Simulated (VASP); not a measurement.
Wanted: the native input for a VASP 6.6.1 run.

- Task: relaxation of the atoms
- Functional: PBE
- Potentials or basis: VASP PAW PBE potentials, release 64 (Si, O, P)
- Cutoff: 520 eV
- k mesh: 1 × 1 × 1
- Occupations: fermi-dirac, width 0.02 eV
- Spin: collinear spin
- Starting moments: [0.0, 0.0, 0.0, 0.0, 0.0, 0.0, 0.0, 0.0, 0.0, 0.0, 0.0, 0.0, 0.0, 0.0, 0.0, 0.0, 0.0, 0.0, 0.0, 0.0, 0.0, 0.0, 0.0, 0.0, 1.0] μB
- Dipole correction: no
- Further INCAR settings: LREAL = Auto; ALGO = Normal; EDIFF = 1e-06; IBRION = 2; EDIFFG = -0.08; NSW = 45

The structure of Si8PO16 (a cell with a defect) lies in POSCAR:

```
Si8PO16
1.0
   -4.9790000000     -4.9790000000      0.0000000000
    4.9790000000     -4.9790000000      0.0000000000
    0.0000000000      0.0000000000      6.9500000000
Si O P
8 16 1
Direct
    0.1998300000      0.5000000000      0.0000000000
    0.0000000000      0.1998300000      0.2500000000
    0.8001700000      0.5000000000      0.5000000000
    0.0000000000      0.8001700000      0.7500000000
    0.6998300000      0.0000000000      0.0000000000
    0.5000000000      0.6998300000      0.2500000000
    0.3001700000      0.0000000000      0.5000000000
    0.5000000000      0.3001700000      0.7500000000
    0.3278200000      0.5672600000      0.1785200000
    0.9327400000      0.3278200000      0.4285200000
    0.6721800000      0.4327400000      0.6785200000
    0.0672600000      0.6721800000      0.9285200000
    0.9327400000      0.6721800000      0.5714800000
    0.6721800000      0.5672600000      0.3214800000
    0.0672600000      0.3278200000      0.0714800000
    0.3278200000      0.4327400000      0.8214800000
    0.8278200000      0.0672600000      0.1785200000
    0.4327400000      0.8278200000      0.4285200000
    0.1721800000      0.9327400000      0.6785200000
    0.5672600000      0.1721800000      0.9285200000
    0.4327400000      0.1721800000      0.5714800000
    0.1721800000      0.0672600000      0.3214800000
    0.5672600000      0.8278200000      0.0714800000
    0.8278200000      0.9327400000      0.8214800000
    0.2498544000      0.0553984000      0.9886428000
```

The input as run:

INCAR

```
PREC = Accurate
ENCUT = 520
EDIFF = 1E-6
ISMEAR = -1
SIGMA = 0.02
LREAL = Auto
LASPH = True
NELM = 150
ALGO = Normal
ISIF = 2
LWAVE = False
LCHARG = False
ISPIN = 2
MAGMOM = 0 0 0 0 0 0 0 0 0 0 0 0 0 0 0 0 0 0 0 0 0 0 0 0 1
LORBIT = 11
GGA = PE
IBRION = 2
NSW = 45
EDIFFG = -0.08
```

KPOINTS

```
regular mesh
0
Gamma
  1 1 1
```

Potentials or basis: VASP PAW PBE potentials, release 64 (Si, O, P).

Launch:

```sh
$ cat potpaw_PBE.64/Si/POTCAR potpaw_PBE.64/O/POTCAR potpaw_PBE.64/P/POTCAR > POTCAR
$ mpirun -np 1 vasp_gam > vasp.out
```

It gave:

* Energy gained by relaxing: 79.4 meV/atom
* Ionic steps: 32
* Pressure after relaxing: 3.3 GPa
* Largest force after relaxing: 0.057 eV/Å
* Net moment: 1.00 μB per cell
* Site moments: Si +0.00, -0.00, -0.01 (each value once); O +0.00, -0.00, +0.01, +0.03, +0.04, +0.02 (each value once); P +0.41 μB
* Valence electrons inside the program's atomic spheres: Si 1.63, 1.61, 1.55, 1.62, 1.64, 1.60 (each value once); O 5.23, 5.22, 5.25, 5.24, 5.21, 5.19 (each value once); P 2.46

Caveat: the k points lie up to 0.90 Å⁻¹ apart, too coarse for converged energies, forces and pressures; the relaxation stopped at a loose force limit of 0.08 eV/Å, so its end isn't a converged minimum.

Wall time 40 min on 1 thread of Intel(R) Xeon(R) Platinum 8259CL CPU @ 2.50GHz (Skylake/Cascade Lake) (shared host), peak memory 0.52 GiB.
